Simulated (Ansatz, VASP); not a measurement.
TiC in VASP and in Ansatz

```
Ti C
1.0
     3.04528    0.00000    0.00000
    -1.52264    2.63729    0.00000
     0.00000    0.00000    2.69390
Ti C
1 1
Direct
  0.00000 0.00000 0.00000
  0.34975 0.66667 0.50000
```

Alike in both runs: task electric field gradients; functional PBE; k mesh 16 × 16 × 14; occupations fermi-dirac, width 0.08 eV; no spin polarisation.

```csv
,VASP,Ansatz
version,VASP 6.6.1,Ansatz 0.2.0
potentials or method,"VASP PAW PBE potentials, release 64 (Ti_sv, C), cutoff 520 eV","all-electron PAW with datasets made for the crystal, scalar-relativistic"
```

```csv
,VASP,Ansatz,Ansatz less VASP
pressure (GPa),0.4,0.2,-0.18
"traceless stress, the component that is largest in VASP (GPa)",1.39,1.38,-0.015
rms of the force components (eV/Å),0.177,0.176,-0.0012
size of Vzz on the site where it differs most (V/Å²),80.0,86.1,+6.12
```

Atom by atom the forces differ by 0.001 eV/Å (rms over components). Ansatz ran all-electron here, and VASP with PAW potentials.
